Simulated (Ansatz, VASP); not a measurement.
Sb: VASP beside Ansatz

INCAR

```
PREC     = Accurate       # precision mode
ENCUT    = 500            # plane-wave cutoff, eV
EDIFF    = 1E-6           # SCF threshold, eV
ISMEAR   = -1             # smearing method
SIGMA    = 0.05           # smearing width, eV
LREAL    = False          # projectors in reciprocal space
LASPH    = True           # aspherical terms in the spheres
NELM     = 120            # most SCF steps
ALGO     = Normal         # electronic algorithm
ISIF     = 2              # what is computed and relaxed
LWAVE    = False          # write WAVECAR
LCHARG   = False          # write CHGCAR
GGA      = PE             # functional
NBANDS   = 8              # bands
GGA_COMPAT= False
```

Contents of KPOINTS:

```
regular mesh
0
Gamma
  12 12 12
```

Contents of POSCAR:

```
Sb
1.0
    2.7623782465      0.0000000000      0.0000000000
    0.0000000000      2.7623782465      0.0000000000
    0.0000000000      0.0000000000      2.7623782465
Sb
1
Direct
    0.0000000000      0.0000000000      0.0000000000
```

Input for Ansatz:

```yaml
crystal:
  lattice:
    - [2.7623782465, 0.0, 0.0]
    - [0.0, 2.7623782465, 0.0]
    - [0.0, 0.0, 2.7623782465]
  atoms:
    - { symbol: Sb, position: [0.0, 0.0, 0.0] }
kpoints:
  mp_grid: { grid: [12, 12, 12] }
scf:
  occupations: { method: fermi_dirac, width: 0.05 }
hamiltonian:
  xc: pbe
  pseudopotentials: { kind: all_electron, lapw: { basis_error: 0.001 } }
output:
  forces: true
  stress: true
  eigenvalues: true
  populations: true
```

Change from the starting cell: volume scaled by 0.7, LAPW.

Alike in both runs: task single point; functional PBE; k mesh 12 × 12 × 12; occupations fermi-dirac, width 0.05 eV; no spin polarisation.

```csv
,VASP,Ansatz
version,VASP 6.6.1,Ansatz 0.2.0
potentials or method,"VASP PAW PBE potentials, release 64 (Sb), cutoff 500 eV","all-electron LAPW, scalar-relativistic"
```

|  | VASP | Ansatz | Ansatz less VASP |
| --- | --- | --- | --- |
| pressure (GPa) | 44.6 | 43.9 | -0.71 |

Both programs put the cell under a high pressure, so it lies far from rest at this level. Ansatz ran all-electron here, and VASP with PAW potentials.

Spin-orbit coupling is off throughout.
